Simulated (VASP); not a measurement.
Set up this calculation in VASP 6.6.1, as the native input.

| Item | Value |
| --- | --- |
| Task | single point |
| Functional | r2SCAN |
| Potentials or basis | VASP PAW PBE potentials, release 64 (Si) |
| Cutoff | 550 eV |
| k mesh | 6 × 6 × 6 |
| Occupations | gaussian, width 0.1 eV |
| Spin | no spin polarisation |
| Dipole correction | no |
| Further INCAR settings | ALGO = Normal; EDIFF = 1e-06; NBANDS = 8 |

The system is Si.

```
Si
1.0
     2.76389    0.00000    0.00000
     0.00000    2.76389    0.00000
     0.00000    0.00000    2.76389
Si
1
Direct
  0.00000 0.00000 0.00000
```

This isn't the form of Si at room conditions, which is diamond.

These files were run (other wordings do the same):

POSCAR

```
Si
1.0
    2.7638942892      0.0000000000      0.0000000000
    0.0000000000      2.7638942892      0.0000000000
    0.0000000000      0.0000000000      2.7638942892
Si
1
Direct
    0.0000000000      0.0000000000      0.0000000000
```

INCAR.step1

```
PREC = Accurate
ENCUT = 550
ISMEAR = 0
SIGMA = 0.1
LREAL = F
LASPH = T
NELM = 120
NBANDS = 8
GGA = PE
ALGO = Normal
EDIFF = 1E-5
LWAVE = T
LCHARG = F
GGA_COMPAT = F
```

INCAR.step2

```
PREC = Accurate
ENCUT = 550
EDIFF = 1E-6
ISMEAR = 0
SIGMA = 0.1
LREAL = F
LASPH = T
NELM = 120
ALGO = Normal
ISIF = 2
LWAVE = F
LCHARG = F
METAGGA = R2SCAN
LMIXTAU = T
NBANDS = 8
ISTART = 1
GGA_COMPAT = F
```

KPOINTS

```
regular mesh
0
Gamma
  6 6 6
```

Potentials or basis: VASP PAW PBE potentials, release 64 (Si).

Launch:

```sh
$ cat potpaw_PBE.64/Si/POTCAR > POTCAR
$ cp INCAR.step1 INCAR
$ mpirun -np 1 vasp_std > vasp.out
$ cp INCAR.step2 INCAR
$ mpirun -np 1 vasp_std > vasp.out
```

It gave:

* Pressure: -16.1 GPa
* Band gap on the k mesh: zero (bands 2 and 3 overlap by 8.81 eV)

Caveat: the k points lie up to 0.38 Å⁻¹ apart, too coarse for converged energies and pressures of a metal; the PAW data sets were made with another functional, which shifts forces and pressure a little.

Run time: 15 s on 1 thread of Intel(R) Xeon(R) Platinum 8259CL CPU @ 2.50GHz (Skylake/Cascade Lake), with other jobs on the host, peak memory 0.13 GiB.
